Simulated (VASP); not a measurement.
# Ga8Sb5As3 (R3m) in VASP: single point with PBEsol

Aim: the single point of Ga8Sb5As3 with PBEsol.

Everything below comes from runs of VASP 6.6.1. Logs are shortened: lines on timing, memory, paths and dates and some standing lists are left out, and cuts for length are marked.

## (1) The cell of the first run

The structure is trigonal, space group R3m (No. 160). Conventional cell: a = 8.405 Å, b = 8.405 Å, c = 20.647 Å, α = 90.00°, β = 90.00°, γ = 120.00°. Ga (site symmetry m) has 1 As at 2.47 Å and 3 Sb at 2.61 Å within 3.3 Å. Within 3.4 Å of Ga (site symmetry 3m) lie 3 As at 2.55 Å and 1 Sb at 2.67 Å. Within 3.4 Å of Ga (site symmetry 3m) lie 4 Sb at 2.58 Å. Within 3.3 Å of Ga (site symmetry m) lie 2 As at 2.51 Å and 2 Sb at 2.64 Å. As (site symmetry m) has 4 Ga at 2.47 to 2.55 Å within 3.3 Å. Sb (site symmetry 3m) has 4 Ga at 2.61 to 2.67 Å within 3.4 Å. Sb (site symmetry 3m) has 4 Ga at 2.58 to 2.64 Å within 3.4 Å. Sb (site symmetry m) has 4 Ga at 2.58 to 2.64 Å within 3.4 Å.

## (2) Single point, PBEsol

INCAR

```
SYSTEM = Ga8Sb5As3
  PREC = Accurate
  ENCUT = 520
  EDIFF = 1E-6
  ISMEAR = 0
  SIGMA = 0.1
  LREAL = Auto
  LASPH = .True.
  NELM = 100
  ALGO = Normal
  ISIF = 2
  LWAVE = .False.
  LCHARG = .False.
  GGA = PS
  NBANDS = 86
```

KPOINTS

```
Automatic mesh
0
Gamma
  4 4 4
  0 0 0
```

POSCAR

```
Ga8Sb5As3
1.0
   -5.9434810371      5.9434810371      0.0000000000
   -5.9434810371      0.0000000000      5.9434810371
    0.0112084024      5.9546894395      5.9546894395
Ga As Sb
8 3 5
Direct
   -0.0055105065     -0.0055105065      0.0156201235
    0.4954008895     -0.0055105065      0.0156201235
   -0.0055105065      0.4954008895      0.0156201235
    0.0039468202      0.0039468202      0.4881595395
    0.5002325340      0.5002325340     -0.0006976021
    0.5092206108     -0.0083171088      0.4898758872
   -0.0083171088      0.5092206108      0.4898758872
    0.5092206108      0.5092206108      0.4898758872
    0.8747759557      0.8747759557      0.3749844602
    0.3754636284      0.8747759557      0.3749844602
    0.8747759557      0.3754636284      0.3749844602
    0.8748509273      0.8748509273      0.8754472182
    0.3753355403      0.3753355403      0.3739933792
    0.3748025534      0.8765095426      0.8738853507
    0.8765095426      0.3748025534      0.8738853507
    0.3748025534      0.3748025534      0.8738853507
```

Potentials or basis: VASP PAW PBE potentials, release 64 (Ga_d, As, Sb).

Launch:

```
$ cat potpaw_PBE.64/Ga_d/POTCAR potpaw_PBE.64/As/POTCAR potpaw_PBE.64/Sb/POTCAR > POTCAR
$ mpirun -np 1 vasp_std > vasp.out
```

OUTCAR:

```text
SYSTEM = Ga8Sb5As3
   PREC = Accurate
   ENCUT = 520
   EDIFF = 1E-6
   ISMEAR = 0
   LREAL = Auto
   LASPH = .True.
   NELM = 100
   ISIF = 2
   GGA = PS

 ion  position               nearest neighbor table
   1  0.994  0.994  0.016-   9 2.47  12 2.61  14 2.61  15 2.61
   2  0.495  0.994  0.016-  10 2.47  12 2.61  14 2.61  16 2.61
   3  0.994  0.495  0.016-  11 2.47  12 2.61  15 2.61  16 2.61
   4  0.004  0.004  0.488-  10 2.55  11 2.55   9 2.55  12 2.67
   5  0.500  0.500  0.999-  13 2.58  16 2.58  15 2.58  14 2.58
   6  0.509  0.992  0.490-   9 2.51  10 2.51  13 2.64  14 2.64
[... 8 lines left out ...]
  15  0.877  0.375  0.874-   5 2.58   3 2.61   1 2.61   7 2.64
  16  0.375  0.375  0.874-   5 2.58   3 2.61   2 2.61   8 2.64

  LATTYP: Found a trigonal (rhomboedric) cell.
 ALAT       =     8.4212100241
 COS(alpha) =     0.5018813925

  Lattice vectors:

 A1 = (   5.9546894395,   0.0112084024,   5.9546894395)
 A2 = (   5.9546894395,   5.9546894395,   0.0112084024)
 A3 = (   0.0112084024,   5.9546894395,   5.9546894395)

Analysis of symmetry for initial positions (statically):
=====================================================================
 Subroutine PRICEL returns:
 Original cell was already a primitive cell.

 Routine SETGRP: Setting up the symmetry group for a
 trigonal (rhombohedral) supercell.

 Subroutine GETGRP returns: Found  6 space group operations
 (whereof  2 operations were pure point group operations)
 out of a pool of 12 trial point group operations.

The static configuration has the point symmetry C_1h.
 The point group associated with its full space group is C_3v.

Analysis of symmetry for dynamics (positions and initial velocities):
=====================================================================
 Subroutine PRICEL returns:
 Original cell was already a primitive cell.

 Routine SETGRP: Setting up the symmetry group for a
 trigonal (rhombohedral) supercell.

 Subroutine GETGRP returns: Found  6 space group operations
 (whereof  2 operations were pure point group operations)
 out of a pool of 12 trial point group operations.

The dynamic configuration has the point symmetry C_1h.
 The point group associated with its full space group is C_3v.

 Subroutine INISYM returns: Found  6 space group operations
 (whereof  2 operations are pure point group operations),
 and found     1 'primitive' translations

----------------------------------------------------------------------------------------

                                     Primitive cell

  volume of cell :     421.0944

  direct lattice vectors                    reciprocal lattice vectors
    -5.943481037  5.943481037  0.000000000    -0.084046684  0.084204883 -0.084046684
    -5.943481037  0.000000000  5.943481037    -0.084046684 -0.084046684  0.084204883
     0.011208402  5.954689440  5.954689440     0.083888484  0.083888484  0.083888484

  length of vectors
     8.405351490  8.405351490  8.421210024     0.145664521  0.145664521  0.145299117

  position of ions in fractional coordinates (direct lattice)
     0.994489493  0.994489493  0.015620123
     0.495400889  0.994489493  0.015620123
     0.994489493  0.495400889  0.015620123
     0.003946820  0.003946820  0.488159540
     0.500232534  0.500232534  0.999302398
     0.509220611  0.991682891  0.489875887
[... 8 lines left out ...]
     0.876509543  0.374802553  0.873885351
     0.374802553  0.374802553  0.873885351

  ion indices of the primitive-cell ions
   primitive index   ion index
                 1           1
                 2           2
                 3           3
                 4           4
                 5           5
                 6           6
[... 8 lines left out ...]
                15          15
                16          16

----------------------------------------------------------------------------------------

 KPOINTS: Automatic mesh

Automatic generation of k-mesh.
 Grid dimensions read from file:
 generate k-points for:    4    4    4

 Generating k-lattice:

  Cartesian coordinates                     Fractional coordinates (reciprocal lattice)
    -0.021011671  0.021051221 -0.021011671     0.250000000  0.000000000  0.000000000
    -0.021011671 -0.021011671  0.021051221     0.000000000  0.250000000  0.000000000
     0.020972121  0.020972121  0.020972121     0.000000000  0.000000000  0.250000000

  Length of vectors
     0.036416130  0.036416130  0.036324779

  Shift w.r.t. Gamma in fractional coordinates (k-lattice)
     0.000000000  0.000000000  0.000000000

 Subroutine IBZKPT returns following result:
 ===========================================

 Found     13 irreducible k-points:

 Following reciprocal coordinates:
            Coordinates               Weight
  0.000000  0.000000  0.000000      1.000000
  0.250000  0.000000  0.000000      6.000000
  0.500000  0.000000  0.000000      3.000000
  0.250000  0.250000  0.000000      6.000000
  0.500000  0.250000  0.000000     12.000000
 -0.250000  0.250000  0.000000      6.000000
  0.500000  0.500000  0.000000      3.000000
  0.000000  0.000000  0.250000      2.000000
  0.500000  0.000000  0.250000      6.000000
 -0.250000  0.000000  0.250000      6.000000
 -0.250000  0.500000  0.250000      6.000000
 -0.250000 -0.250000  0.250000      6.000000
  0.000000  0.000000  0.500000      1.000000
   k-points           NKPTS =     13   k-points in BZ     NKDIM =     13   number of bands    NBANDS=     86
   number of dos      NEDOS =    301   number of ions     NIONS =     16
   total plane-waves  NPLWV = 262144
   dimension x,y,z NGX =    64 NGY =   64 NGZ =   64
   dimension x,y,z NGXF=   128 NGYF=  128 NGZF=  128
   ions per type =               8   3   5
   NGX,Y,Z   is equivalent  to a cutoff of  12.66, 12.66, 12.63 a.u.
   NGXF,Y,Z  is equivalent  to a cutoff of  25.32, 25.32, 25.27 a.u.
 SYSTEM =  Ga8Sb5As3
   PREC   = accura    normal or accurate (medium, high low for compatibility)
   ISTART =      0    job   : 0-new  1-cont  2-samecut
   ICHARG =      2    charge: 1-file 2-atom 10-const
   ISPIN  =      1    spin polarized calculation?
   LNONCOLLINEAR =      F non collinear calculations
   LSORBIT =      F    spin-orbit coupling
   LASPH  =      T    aspherical Exc in radial PAW
   ENCUT  =  520.0 eV  38.22 Ry    6.18 a.u.  15.63 15.63 15.66*2*pi/ulx,y,z
   NELM   =    100;   NELMIN=  2; NELMDL= -5     # of ELM steps
   EDIFF  = 0.1E-05   stopping-criterion for ELM
   LREAL  =      T    real-space projection
   EDIFFG = 0.1E-04   stopping-criterion for IOM
   NSW    =      0    number of steps for IOM
[... 5 lines left out ...]
   TEBEG  =    0.0;   TEEND  =   0.0 temperature during run
   PSTRESS=    0.0 pullay stress
   NELECT =     144.0000    total number of electrons
   NUPDOWN=      -1.0000    fix difference up-down
   EMIN   =  10.00;   EMAX   =-10.00  energy-range for DOS
   EFERMI =   0.00;   METHOD = LEGACY
   ISMEAR =     0;   SIGMA  =   0.10  broadening in eV -4-tet -1-fermi 0-gaus
   EFERMI_NEDOS =   21; number of points for ismear=-14 and -15
   IALGO  =     38    algorithm
   IMIX   =      4    mixing-type and parameters
     AMIX     =   0.40;   BMIX     =  1.00
     AMIX_MAG =   1.60;   BMIX_MAG =  1.00
  volume/ion in A,a.u.               =      26.32       177.61
  Fermi-wavevector in a.u.,A,eV,Ry     =   1.144816  2.163389 17.831859  1.310605
  Thomas-Fermi vector in A             =   2.281507
   LORBIT       =      0    0 simple, 1 ext, 2 COOP (PROOUT), +10 PAW based schemes
   GGA     = PS    functional components
   LHFCALC =     F    Hartree Fock is set to
   AEXX    =    0.0000 exact exchange contribution
   IVDW    =     0    specifies the selected vdW correction
   LEPSILON=     F    determine dielectric tensor
   LRPA    =     F    only Hartree local field effects (RPA)
 non-spin polarized calculation
 Gauss-broadening in eV      SIGMA  =   0.10
  energy-cutoff  :      520.00
  volume of cell :      421.09
 maximum number of plane-waves:     11369
 NGX is ok and might be reduce to    64
   NGX = 31   NGY = 31   NGZ = 31

 number of electron     144.0000020 magnetization

 Free energy of the ion-electron system (eV)
  ---------------------------------------------------
  ext. energy  EPLUGINS =         0.00000000
  ---------------------------------------------------
  free energy    TOTEN  =       -67.51232841 eV

  energy without entropy =      -67.50999431  energy(sigma->0) =      -67.51116136

 E-fermi :   4.5887     XC(G=0):  -9.4431

 val. band max:        4.4520452438   @ k =   0.0000   0.0000   0.0000
 cond. band min:       4.5931047474   @ k =   0.0000   0.0000   0.0000
 fundamental gap:      0.1410595036
 Fermi energy:         4.5887323988

 k-point     1 :       0.0000    0.0000    0.0000
  band No.  band energies     occupation
      1     -10.6940      2.00000
      2     -10.6940      2.00000
      3     -10.6879      2.00000
      4     -10.6293      2.00000
      5     -10.6293      2.00000
      6     -10.5881      2.00000
[... 76 lines left out ...]
     83       5.7440      0.00000
     84       7.5242      0.00000

 k-point     2 :       0.2500    0.0000    0.0000
  band No.  band energies     occupation
      1     -10.6931      2.00000
      2     -10.6926      2.00000
      3     -10.6874      2.00000
      4     -10.6291      2.00000
      5     -10.6290      2.00000
      6     -10.5885      2.00000
[... 946 lines left out ...]
     83       8.0184      0.00000
     84       8.1512      0.00000

 k-point    13 :       0.0000    0.0000    0.5000
  band No.  band energies     occupation
      1     -10.6931      2.00000
      2     -10.6931      2.00000
      3     -10.6869      2.00000
      4     -10.6290      2.00000
      5     -10.6290      2.00000
      6     -10.5872      2.00000
[... 76 lines left out ...]
     83       8.3242      0.00000
     84       8.3342      0.00000
 [bands above 84 left out]

------------------------ aborting loop because EDIFF is reached ----------------------------------------

  FORCE on cell =-STRESS in cart. coord.  units (eV):
  Direction    XX          YY          ZZ          XY          YZ          ZX
  --------------------------------------------------------------------------------------
  -------------------------------------------------------------------------------------
  Total        0.2268784      0.2268784      0.2268784     -0.1358009     -0.1358009     -0.1358009
  in kB        0.8632255      0.8632255      0.8632255     -0.5166946     -0.5166946     -0.5166946
  external PRESSURE =       0.8632255 kB  Pullay stress =       0.0000000 kB

 VOLUME and BASIS-vectors are now :
 -----------------------------------------------------------------------------
  energy-cutoff  :      520.00
  volume of cell :      421.09
      direct lattice vectors                 reciprocal lattice vectors
    -5.943481037  5.943481037  0.000000000    -0.084046684  0.084204883 -0.084046684
    -5.943481037  0.000000000  5.943481037    -0.084046684 -0.084046684  0.084204883
     0.011208402  5.954689440  5.954689440     0.083888484  0.083888484  0.083888484

 POSITION                                       TOTAL-FORCE (eV/Angst)
 -----------------------------------------------------------------------------------
    -11.82128      6.00374      6.00374        -0.002082     -0.002851     -0.002851
     -8.85496      3.03742      6.00374        -0.002851     -0.002082     -0.002851
     -8.85496      6.00374      3.03742        -0.002851     -0.002851     -0.002082
     -0.04144      2.93030      2.93030        -0.006377     -0.006377     -0.006377
     -5.93504      8.92366      8.92366        -0.003921     -0.003921     -0.003921
     -8.91510      5.94360      8.81111        -0.006016     -0.006016     -0.007913
[... 8 lines left out ...]
     -7.42735     10.41323      7.43135         0.009970     -0.002754      0.009970
     -4.44547      7.43135      7.43135        -0.002754      0.009970      0.009970
 -----------------------------------------------------------------------------------
    total drift:                                0.008899      0.008905      0.008905

  FREE ENERGIE OF THE ION-ELECTRON SYSTEM (eV)
  ---------------------------------------------------
  free  energy   TOTEN  =       -67.5123284146 eV

  energy  without entropy=      -67.5099943128  energy(sigma->0) =      -67.51116136
```

Run time: 13 min. Hardware: 1 thread of Intel Xeon Platinum 8259CL at 2.50GHz (Skylake/Cascade Lake), shared host; peak memory 0.73 GiB.

Results:

| Quantity | Value |
| --- | --- |
| Free energy | -67.5123 eV |
| Pressure | 0.1 GPa |
| Largest force | 0.014 eV/Å |
| Band gap on the k mesh | zero (filled and empty bands touch) |

Forces in eV/Å, atoms in the order of the input:
```
Ga  -0.002 -0.003 -0.003
Ga  -0.003 -0.002 -0.003
Ga  -0.003 -0.003 -0.002
Ga  -0.006 -0.006 -0.006
Ga  -0.004 -0.004 -0.004
Ga  -0.006 -0.006 -0.008
Ga  -0.006 -0.008 -0.006
Ga  -0.008 -0.006 -0.006
As   0.001  0.008  0.008
As   0.008  0.001  0.008
As   0.008  0.008  0.001
Sb   0.003  0.003  0.003
Sb   0.001  0.001  0.001
Sb   0.010  0.010 -0.003
Sb   0.010 -0.003  0.010
Sb  -0.003  0.010  0.010
```

Caveat: semilocal functionals underestimate gaps, and a narrow one can read as zero; the PAW data sets were made with another functional, which shifts forces and pressure a little; spin-orbit coupling is left out, which moves the levels of the heavy elements.

The gap in the log of VASP goes by the Fermi energy; the results here count the filled bands.